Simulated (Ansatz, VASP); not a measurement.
# Pt, level by level in two programs

```
Pt
1.0
     2.76067    0.00000    0.00000
    -1.38033    2.39081    0.00000
     0.00000    0.00000    4.79213
Pt
2
Cartesian
  0.0000 1.5939 1.1980
  1.3803 0.7969 3.5941
```

Single points on this cell with VASP 6.6.1 and Ansatz 0.2.0. Each row is one pair of runs. Alike in all rows: spin: off; smearing: fermi-dirac, width 0.05 eV.

```csv
level,k mesh,"VASP's potentials, cutoff","Ansatz's potentials, cutoff","gap on the k mesh at the Fermi level (eV), VASP","gap on the k mesh at the Fermi level (eV), Ansatz","pressure (GPa), VASP","pressure (GPa), Ansatz"
PBEsol,9 × 9 × 5,"VASP PAW PBE potentials, release 64 (Pt), 520 eV","Ansatz PAW, 420 eV",none,none,-11.5,-11.2
r2SCAN,11 × 11 × 6,"VASP PAW PBE potentials, release 64 (Pt), 520 eV","Ansatz PAW, 500 eV",none,none,-5.7,-6.2
LDA,11 × 11 × 6,"VASP PAW LDA potentials, release 64 (Pt_sv_GW), 500 eV","Ansatz PAW, 420 eV",none,none,-18.0,-15.6
r2SCAN,11 × 11 × 6,"VASP PAW PBE potentials, release 64 (Pt_sv_GW), 550 eV","Ansatz PAW, 500 eV",none,none,-8.2,-6.2
```

Pressure (GPa): the two programs differ by at most 2.4.

VASP's potentials hold 20 valence electrons a cell and Ansatz's 36 in some rows, so a difference there can come from the potentials and not from the codes.

A gap of «none» marks a metal or a gap that the smearing closes.

Spin-orbit coupling is off throughout.
